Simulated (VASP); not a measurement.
# MgS (P1) in VASP: relaxation of cell and atoms with PBE

Aim: the relaxation of cell and atoms of MgS with PBE.

Program: VASP 6.6.1. These are calculated values, not measurements. Logs are shortened: lines on timing, memory, paths and dates and some standing lists are left out, and cuts for length are marked.

### Step 1. The cell of the first run

The typed cell holds 8 atoms: a = 5.150 Å, b = 6.469 Å, c = 6.682 Å, α = 80.80°, β = 66.75°, γ = 66.54°.

### Step 2. Relaxation of cell and atoms, PBE

File INCAR:

```
SYSTEM = MgS
PREC     = Accurate       ! precision mode
ENCUT    = 600            ! plane-wave cutoff, eV
EDIFF    = 1E-6           ! SCF threshold, eV
ISMEAR   = 0              ! smearing method
SIGMA    = 0.1            ! smearing width, eV
LREAL    = .False.        ! projectors in reciprocal space
LASPH    = .True.         ! aspherical terms in the spheres
NELM     = 100            ! most SCF steps
ALGO     = Normal         ! electronic algorithm
ISIF     = 3              ! what is computed and relaxed
LWAVE    = .False.        ! write WAVECAR
LCHARG   = .False.        ! write CHGCAR
GGA      = PE             ! functional
IBRION   = 2              ! ionic algorithm
NSW      = 80             ! ionic steps
EDIFFG   = -0.025         ! ionic threshold
```

File KPOINTS:

```
regular mesh
0
Gamma
  4 4 4
  0 0 0
```

File POSCAR:

```
MgS
1.0
   -0.0190165567     -0.0187034393      5.1496797234
   -4.2125725401      4.1798501852      2.5750950244
   -4.3580852405     -4.3440663249      2.6055782859
Mg S
4 4
Direct
    0.6368672959      0.4833282851      0.2174534445
    0.3711155495      0.4828084329      0.7947011533
    0.1903854568      0.1906225714      0.4881746122
    0.8428140040      0.7835793905      0.4994408588
    0.6572945764      0.2327519001      0.4887088629
    0.2967040512      0.8305097061      0.5022881648
    0.1459052995      0.5085262334      0.1919639763
    0.8589137668      0.4878734805      0.8172689273
```

Potentials or basis: VASP PAW PBE potentials, release 64 (Mg, S).

The run is started by

```
cat potpaw_PBE.64/Mg/POTCAR potpaw_PBE.64/S/POTCAR > POTCAR
mpirun -np 1 vasp_std > vasp.out
```

OUTCAR:

```text
SYSTEM = MgS
   PREC = Accurate
   ENCUT = 600
   EDIFF = 1E-6
   ISMEAR = 0
   LREAL = .False.
   LASPH = .True.
   NELM = 100
   ISIF = 3
   GGA = PE
   IBRION = 2
   NSW = 80
   EDIFFG = -0.025

 ion  position               nearest neighbor table
   1  0.637  0.483  0.217-   5 2.24   8 2.46   7 2.54   7 2.63   6 2.71   3 3.35   2 3.55   4 3.58
                             4 3.58   2 3.59
   2  0.371  0.483  0.795-   5 2.40   7 2.44   8 2.57   8 2.59   6 2.74   4 3.51   1 3.55   3 3.57
                             1 3.59
   3  0.190  0.191  0.488-   6 2.17   5 2.53   7 2.62   5 2.65   8 2.69   1 3.35   4 3.36   4 3.53
                             2 3.57
   4  0.843  0.784  0.499-   6 2.48   7 2.50   8 2.62   5 2.67   6 2.70   3 3.36   2 3.51   3 3.53
                             1 3.58   1 3.58
   5  0.657  0.233  0.489-   1 2.24   2 2.40   3 2.53   3 2.65   4 2.67
   6  0.297  0.831  0.502-   3 2.17   4 2.48   4 2.70   1 2.71   2 2.74
   7  0.146  0.509  0.192-   2 2.44   4 2.50   1 2.54   3 2.62   1 2.63
   8  0.859  0.488  0.817-   1 2.46   2 2.57   2 2.59   4 2.62   3 2.69

  Warning from LATTYP: Got some problem with cell dimensions!
  Tried to take original basis but could not verify dimensions!
  LATTYP: Found a triclinic cell.
 ALAT       =     6.6822793568
 B/A-ratio  =     1.2757941557
 C/A-ratio  =     0.7706575144
 COS(alpha) =     0.0072700017
 COS(beta)  =     0.3946877456
 COS(gamma) =     0.6625147159

  Lattice vectors:

 A1 = (  -4.3580852405,  -4.3440663249,   2.6055782859)
 A2 = (  -0.1455127004,  -8.5239165101,   0.0304832615)
 A3 = (  -0.0190165567,  -0.0187034393,   5.1496797234)

Analysis of symmetry for initial positions (statically):
=====================================================================
 Subroutine PRICEL returns:
 Original cell was already a primitive cell.

 Routine SETGRP: Setting up the symmetry group for a
 triclinic supercell.

 Subroutine GETGRP returns: Found  1 space group operations
 (whereof  1 operations were pure point group operations)
 out of a pool of  2 trial point group operations.

The static configuration has the point symmetry C_1 .

Analysis of symmetry for dynamics (positions and initial velocities):
=====================================================================
 Subroutine PRICEL returns:
 Original cell was already a primitive cell.

 Routine SETGRP: Setting up the symmetry group for a
 triclinic supercell.

 Subroutine GETGRP returns: Found  1 space group operations
 (whereof  1 operations were pure point group operations)
[... 138 lines left out ...]
   LORBIT       =      0    0 simple, 1 ext, 2 COOP (PROOUT), +10 PAW based schemes
   GGA     = PE    functional components
   LHFCALC =     F    Hartree Fock is set to
   AEXX    =    0.0000 exact exchange contribution
   IVDW    =     0    specifies the selected vdW correction
   LEPSILON=     F    determine dielectric tensor
   LRPA    =     F    only Hartree local field effects (RPA)
 conjugate gradient relaxation of ions
 non-spin polarized calculation
 Gauss-broadening in eV      SIGMA  =   0.10
  energy-cutoff  :      600.00
  volume of cell :      187.63
 maximum number of plane-waves:      6292
 NGX is ok and might be reduce to    42
   NGX = 21   NGY = 25   NGZ = 27

--------------------------------------- Ionic step        1  -------------------------------------------

 number of electron      32.0000000 magnetization

 Free energy of the ion-electron system (eV)
  ---------------------------------------------------
  ext. energy  EPLUGINS =         0.00000000
  ---------------------------------------------------
  free energy    TOTEN  =       -32.42412020 eV

  energy without entropy =      -32.42412020  energy(sigma->0) =      -32.42412020

------------------------ aborting loop because EDIFF is reached ----------------------------------------

  FORCE on cell =-STRESS in cart. coord.  units (eV):
  Direction    XX          YY          ZZ          XY          YZ          ZX
  --------------------------------------------------------------------------------------
  -------------------------------------------------------------------------------------
  Total        2.8472023      5.1963268      2.4884715     -2.0690602      0.7027536     -0.2483697
  in kB       24.3123788     44.3716507     21.2491615    -17.6677909      6.0008427     -2.1208393
  external PRESSURE =      29.9777303 kB  Pullay stress =       0.0000000 kB
[... 107 lines left out ...]
  FREE ENERGIE OF THE ION-ELECTRON SYSTEM (eV)
  ---------------------------------------------------
  free  energy   TOTEN  =       -33.0998802185 eV

  energy  without entropy=      -33.0998802185  energy(sigma->0) =      -33.09988022

[... ionic steps 4 to 13 ...]

--------------------------------------- Ionic step       14  -------------------------------------------

 number of electron      32.0000001 magnetization

------------------------ aborting loop because EDIFF is reached ----------------------------------------
[... 79 lines left out ...]
--------------------------------------- Ionic step       16  -------------------------------------------

 number of electron      32.0000001 magnetization

 Free energy of the ion-electron system (eV)
  ---------------------------------------------------
  ext. energy  EPLUGINS =         0.00000000
  ---------------------------------------------------
  free energy    TOTEN  =       -33.37048138 eV

  energy without entropy =      -33.37048138  energy(sigma->0) =      -33.37048138

 E-fermi :   1.8338     XC(G=0):  -7.9240

 val. band max:        1.3867151490   @ k =   0.0000   0.0000   0.0000
 cond. band min:       4.3354421304   @ k =   0.0000   0.0000   0.0000
 fundamental gap:      2.9487269814
 Fermi energy:         1.8338027165

 k-point     1 :       0.0000    0.0000    0.0000
  band No.  band energies     occupation
      1     -10.8016      2.00000
      2      -9.7712      2.00000
      3      -9.4834      2.00000
      4      -9.4800      2.00000
      5      -2.3813      2.00000
      6      -1.9061      2.00000
[... 565 lines left out ...]
     20       6.5791      0.00000
     21       6.8576      0.00000

 [... further k-points ...]

------------------------ aborting loop because EDIFF is reached ----------------------------------------

  FORCE on cell =-STRESS in cart. coord.  units (eV):
  Direction    XX          YY          ZZ          XY          YZ          ZX
  --------------------------------------------------------------------------------------
  -------------------------------------------------------------------------------------
  Total        0.0254859     -0.0067323      0.0513615      0.0350875     -0.0014387     -0.0000485
  in kB        0.2128815     -0.0562343      0.4290184      0.2930825     -0.0120175     -0.0004049
  external PRESSURE =       0.1952219 kB  Pullay stress =       0.0000000 kB
[... 23 lines left out ...]
  FREE ENERGIE OF THE ION-ELECTRON SYSTEM (eV)
  ---------------------------------------------------
  free  energy   TOTEN  =       -33.3704813824 eV

  energy  without entropy=      -33.3704813824  energy(sigma->0) =      -33.37048138

 reached required accuracy - stopping structural energy minimisation
```

Wall time 13 min (1 thread of AMD EPYC 9R45 (Zen 5), shared host); peak memory 0.41 GiB.

What came out:

```
Free energy                           : -33.3705 eV
Relaxed volume                        : 23.98 Å³/atom
Relaxed cell                          : a = 5.246 Å, b = 6.594 Å, c = 6.588 Å, α = 80.74°, β = 66.54°, γ = 66.56°
Space group after relaxing (to 0.1 Å) : I4/mcm (No. 140)
Energy gained by relaxing             : 118.3 meV/atom
Ionic steps                           : 16
Pressure after relaxing               : 0.0 GPa
Largest force after relaxing          : 0.020 eV/Å
Band gap on the k mesh                : 2.95 eV
```

Forces in eV/Å, atoms in the order of the input:
```
Mg   0.015 -0.008  0.001
Mg  -0.011  0.005  0.002
Mg   0.005 -0.010  0.003
Mg   0.008  0.004  0.000
S   -0.016 -0.002 -0.002
S    0.004  0.003  0.009
S    0.005 -0.008 -0.007
S   -0.011  0.016 -0.006
```

The path:
```
step  energy change (eV)  largest force (eV/Å)  pressure (GPa)  volume (Å³)
   1              0.0000                2.9170            3.00       187.63
   2             -0.6745                0.8050           -1.67       199.75
   3             -0.6758                0.7792           -1.84       200.45
   4             -0.8287                0.5188           -0.34       193.81
   5             -0.8607                0.5075            0.92       189.34
   6             -0.9081                0.3451            0.25       191.22
   7             -0.9134                0.2743           -0.01       192.08
   8             -0.9272                0.1691           -0.10       192.26
   9             -0.9325                0.1497           -0.18       192.46
  10             -0.9381                0.1236            0.14       191.37
  11             -0.9391                0.1077            0.36       190.65
  12             -0.9429                0.0737            0.18       191.29
  13             -0.9447                0.0805           -0.05       192.16
  14             -0.9457                0.0414           -0.04       192.07
  15             -0.9461                0.0314           -0.03       192.00
  16             -0.9464                0.0202            0.02       191.81
```

Final structure:
```xyz
8
Lattice="-0.0002 -0.0005 5.2455 -4.2848 4.2714 2.6232 -4.2799 -4.2677 2.6223" Properties=species:S:1:pos:R:3 pbc="T T T"
Mg   -3.0715    1.2349    5.2460
Mg   -5.4938   -1.2312    5.2451
Mg   -3.0482   -1.2107    2.6217
Mg   -5.5184    1.2143    7.8675
S    -2.9740   -1.2831    5.2456
S    -5.5896    1.2867    5.2445
S    -3.0006    1.3086    2.6243
S    -5.5638   -1.3066    7.8692
```
